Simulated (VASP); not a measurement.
A run of VASP 6.6.1 is set up as follows.

The input INCAR:

```
PREC     = Accurate       # precision mode
ENCUT    = 600            # plane-wave cutoff, eV
EDIFF    = 1E-6           # SCF threshold, eV
ISMEAR   = 0              # smearing method
SIGMA    = 0.1            # smearing width, eV
LREAL    = False          # projectors in reciprocal space
LASPH    = True           # aspherical terms in the spheres
NELM     = 100            # most SCF steps
ALGO     = Normal         # electronic algorithm
ISIF     = 3              # what is computed and relaxed
LWAVE    = False          # write WAVECAR
LCHARG   = False          # write CHGCAR
GGA      = PE             # functional
IBRION   = 2              # ionic algorithm
NSW      = 90             # ionic steps
EDIFFG   = -0.04          # ionic threshold
```

Contents of KPOINTS:

```
Automatic mesh
0
Gamma
  4 4 4
```

Contents of POSCAR:

```
Sn2F
1.0
    0.0000000000      3.3101070400      3.3101070400
    3.3101070400      0.0000000000      3.3101070400
    3.3101070400      3.3101070400      0.0000000000
Sn F
2 1
Direct
    0.2500000000      0.2500000000      0.2500000000
    0.7500000000      0.7500000000      0.7500000000
    0.5000000000      0.5000000000      0.5000000000
```

Potentials or basis: VASP PAW PBE potentials, release 64 (Sn_d, F).

Launch:

```sh
$ cat potpaw_PBE.64/Sn_d/POTCAR potpaw_PBE.64/F/POTCAR > POTCAR
$ mpirun -np 1 vasp_std > vasp.out
```

(1) Estimate the space group after relaxing (to 0.05 Å).

(2) Estimate the relaxed cell.

(3) Estimate the relaxed volume.

## Answers

(1) Fm-3m (No. 225).

(2) a = 4.629 Å, b = 4.629 Å, c = 4.629 Å, α = 60.00°, β = 60.00°, γ = 60.00°.

(3) 23.38 Å³/atom.

Caveat: the k points lie up to 0.42 Å⁻¹ apart in the final cell; an odd number of electrons without spin polarisation forces a metal; a magnetic or distorted state may lie lower.
